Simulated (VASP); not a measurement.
A run of VASP 6.6.1 is set up as follows.

Contents of POSCAR:

```
SrO
1.0
    0.0000000000      2.6062574920      2.6062574920
    2.6062574920      0.0000000000      2.6062574920
    2.6062574920      2.6062574920      0.0000000000
Sr O
1 1
Direct
    0.0000000000      0.0000000000      0.0000000000
    0.5000000000      0.5000000000      0.5000000000
```

Contents of INCAR.step1:

```
PREC = Accurate ; ENCUT = 520
ISMEAR = -1 ; SIGMA = 0.1
LREAL = False ; LASPH = True
NELM = 80 ; NBANDS = 15
GGA = PE ; ALGO = Normal
EDIFF = 1E-4 ; LWAVE = True
LCHARG = False
```

File INCAR.step2:

```
PREC = Accurate ; ENCUT = 520
EDIFF = 1E-6 ; ISMEAR = -1
SIGMA = 0.1 ; LREAL = False
LASPH = True ; NELM = 80
ALGO = Normal ; ISIF = 2
LWAVE = False ; LCHARG = True
METAGGA = R2SCAN ; LMIXTAU = True
LELF = True ; LVHAR = True
NBANDS = 15 ; ISTART = 1
```

KPOINTS

```
Automatic mesh
0
Gamma
  11 11 11
```

Potentials or basis: VASP PAW PBE potentials, release 64 (Sr_sv, O).

Launch:

```console
$ cat potpaw_PBE.64/Sr_sv/POTCAR potpaw_PBE.64/O/POTCAR > POTCAR
$ cp INCAR.step1 INCAR
$ mpirun -np 1 vasp_std > vasp.out
$ cp INCAR.step2 INCAR
$ mpirun -np 1 vasp_std > vasp.out
```

(1) Predict the pressure.

(2) Predict the band gap on the k mesh.

Answers

(1) -2.2 GPa.

(2) 3.80 eV (least direct gap 3.91 eV).

Caveat: the PAW data sets were made with another functional, which shifts forces and pressure a little; an odd mesh through Γ misses points on the zone boundary, where band edges can lie.
